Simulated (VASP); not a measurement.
Set up this calculation in VASP 6.6.1, as the native input.

```
Task                   : relaxation of cell and atoms
Functional             : PBE
Potentials or basis    : VASP PAW PBE potentials, release 64 (Mg, Be, S)
Cutoff                 : 600 eV
k mesh                 : 6 × 6 × 2
Occupations            : gaussian, width 0.1 eV
Spin                   : no spin polarisation
Dipole correction      : no
Further INCAR settings : ALGO = Normal; EDIFF = 1e-06; IBRION = 2; EDIFFG = -0.04; NSW = 90; ISIF = 3
```

The structure of MgBe2S3 lies in POSCAR:

```
MgBe2S3
1.0
    3.4518404500      0.0000000000      0.0000000000
   -1.7259202200      2.9893815200      0.0000000000
    0.0000000000      0.0000000000      8.8564487000
Mg Be S
1 2 3
Direct
    0.0000000000      0.0000000000      0.0000000000
    0.3333333300      0.6666666700      0.6618250000
    0.6666666700      0.3333333300      0.3381750000
    0.3333333300      0.6666666700      0.2081069900
    0.0000000000      0.0000000000      0.5000000000
    0.6666666700      0.3333333300      0.7918930100
```

The input as run:

INCAR

```
  ALGO = Normal
  EDIFF = 1E-6
  EDIFFG = -0.04
  ENCUT = 600
  GGA = PE
  IBRION = 2
  ISIF = 3
  ISMEAR = 0
  LASPH = T
  LCHARG = F
  LREAL = F
  LWAVE = F
  NELM = 60
  NSW = 90
  PREC = Accurate
  SIGMA = 0.1
```

KPOINTS

```
k-points
0
Gamma
  6 6 2
```

Potentials or basis: VASP PAW PBE potentials, release 64 (Mg, Be, S).

Command:

```console
$ cat potpaw_PBE.64/Mg/POTCAR potpaw_PBE.64/Be/POTCAR potpaw_PBE.64/S/POTCAR > POTCAR
$ mpirun -np 1 vasp_std > vasp.out
```

It gave:

```
Relaxed volume                         : 14.13 Å³/atom
Relaxed cell                           : a = 3.403 Å, b = 3.403 Å, c = 8.455 Å, α = 90.00°, β = 90.00°, γ = 120.00°
Space group after relaxing (to 0.05 Å) : P-3m1 (No. 164)
Energy gained by relaxing              : 53.3 meV/atom
Ionic steps                            : 8
Pressure after relaxing                : 0.0 GPa
Largest force after relaxing           : 0.029 eV/Å
Band gap on the k mesh                 : 1.51 eV, indirect (least direct gap 2.23 eV)
```

Wall time 65 s on 1 thread of Intel(R) Xeon(R) 6975P-C (Granite Rapids) (shared host), peak memory 0.25 GiB.
